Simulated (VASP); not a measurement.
# AlRu (Pm-3m) in VASP: further runs

Aim: see how the results for AlRu move with the level of theory and the settings. Levels: LDA, PBEsol. Tasks: single point.

Program: VASP 6.6.1. These are calculated values, not measurements. Logs are shortened: lines on timing, memory, paths and dates and some standing lists are left out, and cuts for length are marked.

## Step 1: The cell of the first run

Symmetry: Pm-3m, No. 221, cubic system. The conventional cell has a = 3.011 Å, b = 3.011 Å, c = 3.011 Å, α = 90.00°, β = 90.00°, γ = 90.00°. Ru (site symmetry m-3m) has 8 Al at 2.61 Å and 6 Ru at 3.01 Å within 3.4 Å. Al (site symmetry m-3m) has 8 Ru at 2.61 Å and 6 Al at 3.01 Å within 3.4 Å.

## Step 2: Single point, LDA

File INCAR:

```
PREC     = Accurate       # precision mode
ENCUT    = 520            # plane-wave cutoff, eV
EDIFF    = 1E-6           # SCF threshold, eV
ISMEAR   = -1             # smearing method
SIGMA    = 0.05           # smearing width, eV
LREAL    = False          # projectors in reciprocal space
LASPH    = True           # aspherical terms in the spheres
NELM     = 100            # most SCF steps
ALGO     = Normal         # electronic algorithm
ISIF     = 2              # what is computed and relaxed
LWAVE    = False          # write WAVECAR
LCHARG   = False          # write CHGCAR
NBANDS   = 16             # bands
```

File KPOINTS:

```
regular mesh
0
Gamma
  9 9 9
```

File POSCAR:

```
AlRu
1.0
    3.0114124979      0.0000000000      0.0000000000
    0.0000000000      3.0114124979      0.0000000000
    0.0000000000      0.0000000000      3.0114124979
Ru Al
1 1
Direct
    0.5000000000      0.5000000000      0.5000000000
    0.0000000000      0.0000000000      0.0000000000
```

Potentials or basis: VASP PAW LDA potentials, release 64 (Ru_pv, Al).

On the command line:

```console
$ cat potpaw_LDA.64/Ru_pv/POTCAR potpaw_LDA.64/Al/POTCAR > POTCAR
$ mpirun -np 1 vasp_std > vasp.out
```

OUTCAR:

```text
PREC = Accurate
   ENCUT = 520
   EDIFF = 1E-6
   ISMEAR = -1
   LREAL = False
   LASPH = True
   NELM = 100
   ISIF = 2

 ion  position               nearest neighbor table
   1  0.500  0.500  0.500-   2 2.61   2 2.61   2 2.61   2 2.61   2 2.61   2 2.61   2 2.61   2 2.61

   2  0.000  0.000  0.000-   1 2.61   1 2.61   1 2.61   1 2.61   1 2.61   1 2.61   1 2.61   1 2.61

  LATTYP: Found a simple cubic cell.
 ALAT       =     3.0114124979

  Lattice vectors:

 A1 = (   3.0114124979,   0.0000000000,   0.0000000000)
 A2 = (   0.0000000000,   3.0114124979,   0.0000000000)
 A3 = (   0.0000000000,   0.0000000000,   3.0114124979)

Analysis of symmetry for initial positions (statically):
=====================================================================
 Subroutine PRICEL returns:
 Original cell was already a primitive cell.

 Routine SETGRP: Setting up the symmetry group for a
 simple cubic supercell.

 Subroutine GETGRP returns: Found 48 space group operations
[... 9 lines left out ...]

 Routine SETGRP: Setting up the symmetry group for a
 simple cubic supercell.

 Subroutine GETGRP returns: Found 48 space group operations
[... 11 lines left out ...]
                                     Primitive cell

  volume of cell :      27.3093

  direct lattice vectors                    reciprocal lattice vectors
     3.011412498  0.000000000  0.000000000     0.332070084  0.000000000  0.000000000
     0.000000000  3.011412498  0.000000000     0.000000000  0.332070084  0.000000000
     0.000000000  0.000000000  3.011412498     0.000000000  0.000000000  0.332070084

  length of vectors
     3.011412498  3.011412498  3.011412498     0.332070084  0.332070084  0.332070084

  position of ions in fractional coordinates (direct lattice)
     0.500000000  0.500000000  0.500000000
     0.000000000  0.000000000  0.000000000

  ion indices of the primitive-cell ions
   primitive index   ion index
                 1           1
                 2           2

----------------------------------------------------------------------------------------

 KPOINTS: regular mesh

Automatic generation of k-mesh.
 Grid dimensions read from file:
 generate k-points for:    9    9    9

 Generating k-lattice:

  Cartesian coordinates                     Fractional coordinates (reciprocal lattice)
     0.036896676  0.000000000  0.000000000     0.111111111  0.000000000  0.000000000
     0.000000000  0.036896676  0.000000000     0.000000000  0.111111111  0.000000000
     0.000000000  0.000000000  0.036896676     0.000000000  0.000000000  0.111111111

  Length of vectors
     0.036896676  0.036896676  0.036896676

  Shift w.r.t. Gamma in fractional coordinates (k-lattice)
     0.000000000  0.000000000  0.000000000

 Subroutine IBZKPT returns following result:
 ===========================================

 Found     35 irreducible k-points:

 Following reciprocal coordinates:
            Coordinates               Weight
  0.000000  0.000000  0.000000      1.000000
  0.111111  0.000000  0.000000      6.000000
  0.222222  0.000000  0.000000      6.000000
  0.333333  0.000000  0.000000      6.000000
  0.444444  0.000000  0.000000      6.000000
  0.111111  0.111111  0.000000     12.000000
[... 16 lines left out ...]
  0.333333  0.333333  0.111111     24.000000
  0.444444  0.333333  0.111111     48.000000
 [... further k-points ...]
   k-points           NKPTS =     35   k-points in BZ     NKDIM =     35   number of bands    NBANDS=     16
   number of dos      NEDOS =    301   number of ions     NIONS =      2
   total plane-waves  NPLWV =  13824
   dimension x,y,z NGX =    24 NGY =   24 NGZ =   24
   dimension x,y,z NGXF=    48 NGYF=   48 NGZF=   48
   ions per type =               1   1
   NGX,Y,Z   is equivalent  to a cutoff of  13.25, 13.25, 13.25 a.u.
   NGXF,Y,Z  is equivalent  to a cutoff of  26.50, 26.50, 26.50 a.u.
 SYSTEM =  unknown system
   PREC   = accura    normal or accurate (medium, high low for compatibility)
   ISTART =      0    job   : 0-new  1-cont  2-samecut
   ICHARG =      2    charge: 1-file 2-atom 10-const
   ISPIN  =      1    spin polarized calculation?
   LNONCOLLINEAR =      F non collinear calculations
   LSORBIT =      F    spin-orbit coupling
   LASPH  =      T    aspherical Exc in radial PAW
   ENCUT  =  520.0 eV  38.22 Ry    6.18 a.u.   5.60  5.60  5.60*2*pi/ulx,y,z
   NELM   =    100;   NELMIN=  2; NELMDL= -5     # of ELM steps
   EDIFF  = 0.1E-05   stopping-criterion for ELM
   LREAL  =      F    real-space projection
   EDIFFG = 0.1E-04   stopping-criterion for IOM
   NSW    =      0    number of steps for IOM
   IBRION =     -1    ionic relax: 0-MD 1-quasi-New 2-CG
   NFREE  =      0    steps in history (QN), initial steepest desc. (CG)
   ISIF   =      2    stress and relaxation
   ISYM   =      2    0-nonsym 1-usesym 2-fastsym
   POTIM  = 0.5000    time-step for ionic-motion
   TEBEG  =    0.0;   TEEND  =   0.0 temperature during run
   PSTRESS=    0.0 pullay stress
   NELECT =      17.0000    total number of electrons
   NUPDOWN=      -1.0000    fix difference up-down
   EMIN   =  10.00;   EMAX   =-10.00  energy-range for DOS
   EFERMI =   0.00;   METHOD = LEGACY
   ISMEAR =    -1;   SIGMA  =   0.05  broadening in eV -4-tet -1-fermi 0-gaus
   EFERMI_NEDOS =   21; number of points for ismear=-14 and -15
   IALGO  =     38    algorithm
   IMIX   =      4    mixing-type and parameters
     AMIX     =   0.40;   BMIX     =  1.00
     AMIX_MAG =   1.60;   BMIX_MAG =  1.00
  volume/ion in A,a.u.               =      13.65        92.15
  Fermi-wavevector in a.u.,A,eV,Ry     =   1.397830  2.641515 26.584798  1.953928
  Thomas-Fermi vector in A             =   2.521047
   LORBIT       =      0    0 simple, 1 ext, 2 COOP (PROOUT), +10 PAW based schemes
   GGA     = CA    functional components
   LHFCALC =     F    Hartree Fock is set to
   AEXX    =    0.0000 exact exchange contribution
   IVDW    =     0    specifies the selected vdW correction
   LEPSILON=     F    determine dielectric tensor
   LRPA    =     F    only Hartree local field effects (RPA)
 non-spin polarized calculation
  energy-cutoff  :      520.00
  volume of cell :       27.31
 maximum number of plane-waves:       748
 NGX is ok and might be reduce to    24
   NGX = 11   NGY = 11   NGZ = 11

 number of electron      16.9999997 magnetization

 Free energy of the ion-electron system (eV)
  ---------------------------------------------------
  ext. energy  EPLUGINS =         0.00000000
  ---------------------------------------------------
  free energy    TOTEN  =       -16.13366330 eV

  energy without entropy =      -16.11825617  energy(sigma->0) =      -16.12595973

 E-fermi :  10.1600     XC(G=0): -12.6937

 val. band max:       10.1493039132   @ k =   0.4444   0.4444   0.1111
 cond. band min:      10.1613309846   @ k =   0.4444   0.1111   0.1111
 fundamental gap:      0.0120270714
 Fermi energy:        10.1600168792

 k-point     1 :       0.0000    0.0000    0.0000
  band No.  band energies     occupation
      1     -31.3539      2.00000
      2     -31.3539      2.00000
      3     -31.3539      2.00000
      4       0.6915      2.00000
      5       6.7445      2.00000
      6       6.7445      2.00000
[... 8 lines left out ...]
     15      21.8599      0.00000
     16      24.7614      0.00000

 k-point     2 :       0.1111    0.0000    0.0000
  band No.  band energies     occupation
      1     -31.3773      2.00000
      2     -31.3520      2.00000
      3     -31.3520      2.00000
      4       0.9237      2.00000
      5       6.8177      2.00000
      6       6.8236      2.00000
[... 8 lines left out ...]
     15      21.8981      0.00000
     16      25.5378      0.00000

 k-point     3 :       0.2222    0.0000    0.0000
  band No.  band energies     occupation
      1     -31.4361      2.00000
      2     -31.3470      2.00000
      3     -31.3470      2.00000
      4       1.5955      2.00000
      5       6.8696      2.00000
      6       7.0347      2.00000
[... 8 lines left out ...]
     15      22.6944      0.00000
     16      26.9504      0.00000

 k-point     4 :       0.3333    0.0000    0.0000
  band No.  band energies     occupation
      1     -31.5025      2.00000
      2     -31.3414      2.00000
      3     -31.3414      2.00000
      4       2.6377      2.00000
      5       6.4424      2.00000
      6       7.2972      2.00000
[... 8 lines left out ...]
     15      23.1039      0.00000
     16      24.8976      0.00000

 k-point     5 :       0.4444    0.0000    0.0000
  band No.  band energies     occupation
      1     -31.5454      2.00000
      2     -31.3377      2.00000
      3     -31.3377      2.00000
      4       3.9331      2.00000
      5       5.3520      2.00000
      6       7.4842      2.00000
[... 8 lines left out ...]
     15      23.0785      0.00000
     16      23.0785      0.00000

 k-point     6 :       0.1111    0.1111    0.0000
  band No.  band energies     occupation
      1     -31.3762      2.00000
      2     -31.3743      2.00000
      3     -31.3500      2.00000
      4       1.1515      2.00000
      5       6.8895      2.00000
      6       6.9136      2.00000
[... 8 lines left out ...]
     15      22.3106      0.00000
     16      26.1228      0.00000
[... 267 lines left out ...]
 k-point    21 :       0.3333    0.2222    0.1111
  band No.  band energies     occupation
      1     -31.4905      2.00000
      2     -31.4188      2.00000
      3     -31.3567      2.00000
      4       3.4769      2.00000
      5       6.7148      2.00000
      6       7.6370      2.00000
[... 8 lines left out ...]
     15      22.7555      0.00000
     16      24.6148      0.00000

 k-point    22 :       0.4444    0.2222    0.1111
  band No.  band energies     occupation
      1     -31.5326      2.00000
      2     -31.4144      2.00000
      3     -31.3528      2.00000
      4       4.4312      2.00000
      5       5.8935      2.00000
      6       7.8129      2.00000
[... 8 lines left out ...]
     15      21.8802      0.00000
     16      23.8250      0.00000

 k-point    23 :       0.3333    0.3333    0.1111
  band No.  band energies     occupation
      1     -31.4845      2.00000
      2     -31.4813      2.00000
      3     -31.3508      2.00000
      4       4.0678      2.00000
      5       6.6348      2.00000
      6       7.8016      2.00000
[... 8 lines left out ...]
     15      23.4515      0.00000
     16      24.5763      0.00000

 k-point    24 :       0.4444    0.3333    0.1111
  band No.  band energies     occupation
      1     -31.5244      2.00000
      2     -31.4779      2.00000
      3     -31.3469      2.00000
      4       4.4919      2.00000
      5       6.5411      2.00000
      6       7.7806      2.00000
[... 8 lines left out ...]
     15      23.0758      0.00000
     16      23.5839      0.00000

 [... further k-points ...]
[... 5 lines left out ...]
  --------------------------------------------------------------------------------------
  -------------------------------------------------------------------------------------
  Total       -1.9541180     -1.9541180     -1.9541180      0.0000000     -0.0000000     -0.0000000
  in kB     -114.6438141   -114.6438141   -114.6438141      0.0000000     -0.0000000     -0.0000000
  external PRESSURE =    -114.6438141 kB  Pullay stress =       0.0000000 kB

 VOLUME and BASIS-vectors are now :
 -----------------------------------------------------------------------------
  energy-cutoff  :      520.00
  volume of cell :       27.31
      direct lattice vectors                 reciprocal lattice vectors
     3.011412498  0.000000000  0.000000000     0.332070084  0.000000000  0.000000000
     0.000000000  3.011412498  0.000000000     0.000000000  0.332070084  0.000000000
     0.000000000  0.000000000  3.011412498     0.000000000  0.000000000  0.332070084

 POSITION                                       TOTAL-FORCE (eV/Angst)
 -----------------------------------------------------------------------------------
      1.50571      1.50571      1.50571         0.000000      0.000000      0.000000
      0.00000      0.00000      0.00000         0.000000      0.000000      0.000000
 -----------------------------------------------------------------------------------
    total drift:                                0.000000     -0.000000     -0.000000

  FREE ENERGIE OF THE ION-ELECTRON SYSTEM (eV)
  ---------------------------------------------------
  free  energy   TOTEN  =       -16.1336633012 eV

  energy  without entropy=      -16.1182561656  energy(sigma->0) =      -16.12595973
```

It took 3.9 s on 1 thread of Intel Xeon 6975P-C (Granite Rapids), shared host; peak memory 0.13 GiB.

What came out:

| Item | Value |
| --- | --- |
| Free energy | -16.1337 eV |
| Pressure | -11.5 GPa |

[end of part 1 of 2]
